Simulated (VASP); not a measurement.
Crystal: FeSi.

```
Fe Si
1.0
     4.40305    0.00000    0.00000
     0.00000    4.40305    0.00000
     0.00000    0.00000    4.40305
Fe Si
4 4
Cartesian
  0.6017 0.6017 0.6017
  1.5998 3.8013 2.8032
  2.8032 1.5998 3.8013
  3.8013 2.8032 1.5998
  3.7035 3.7035 3.7035
  2.9010 0.6995 1.5020
  1.5020 2.9010 0.6995
  0.6995 1.5020 2.9010
```

Base run:

| Property | Result |
| --- | --- |
| Program | VASP 6.6.1 |
| Functional | LDA |
| Potentials or basis | VASP PAW LDA potentials, release 64 (Fe, Si) |
| Cutoff | 520 eV |
| k mesh | 6 × 6 × 6 |
| Occupations | gaussian, width 0.01 eV |
| Spin | no spin polarisation |

Its results: band gap on the k mesh 0.13 eV (least direct gap 0.15 eV); pressure -5.1 GPa; largest force 0.083 eV/Å.

Q: The run is repeated on the same cell with these changes: functional from LDA to r2SCAN; potentials or basis from VASP PAW LDA potentials, release 64 (Fe, Si) to VASP PAW PBE potentials, release 64 (Fe, Si). What comes out?

A: Band gap on the k mesh 0.32 eV (least direct gap 0.35 eV); pressure 0.4 GPa; largest force 0.038 eV/Å.

Caveats: the cell stands under tension (at least some runs); the PAW data sets were made with another functional, which shifts forces and pressure a little (at least some runs).

A k mesh can miss the band edges.
